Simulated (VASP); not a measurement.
Here is a VASP 6.6.1 calculation.

Contents of INCAR:

```
  PREC = Accurate
  ENCUT = 520
  EDIFF = 1E-6
  ISMEAR = 0
  SIGMA = 0.1
  LREAL = False
  LASPH = True
  NELM = 80
  ALGO = Normal
  ISIF = 2
  LWAVE = False
  LCHARG = False
  GGA = PE
  NBANDS = 32
```

KPOINTS

```
Automatic mesh
0
Gamma
  16 16 16
```

The input POSCAR:

```
Hf2TiN3
1.0
   -1.5794848000      1.5794848000      6.7239951000
    1.5794848000     -1.5794848000      6.7239951000
    1.5794848000      1.5794848000     -6.7239951000
Hf Ti N
2 1 3
Direct
    0.6594420000      0.6594420000      0.0000000000
    0.3405580000      0.3405580000      0.0000000000
    0.0000000000      0.0000000000      0.0000000000
    0.1668670000      0.1668670000      0.0000000000
    0.8331330000      0.8331330000      0.0000000000
    0.5000000000      0.5000000000      0.0000000000
```

Potentials or basis: VASP PAW PBE potentials, release 64 (Hf_pv, Ti_sv, N).

Run with:

```console
$ cat potpaw_PBE.64/Hf_pv/POTCAR potpaw_PBE.64/Ti_sv/POTCAR potpaw_PBE.64/N/POTCAR > POTCAR
$ mpirun -np 1 vasp_std > vasp.out
```

What does it give for the band gap on the k mesh?

Zero (an odd number of electrons rules out a gap without spin polarisation).

Predict the largest force.

0.056 eV/Å.

Stress tensor (GPa, compression positive):
```
-1.61  0.00  0.00
 0.00 -1.61  0.00
 0.00  0.00 -1.54
```

Caveat: spin-orbit coupling is left out, which moves the levels of the heavy elements.
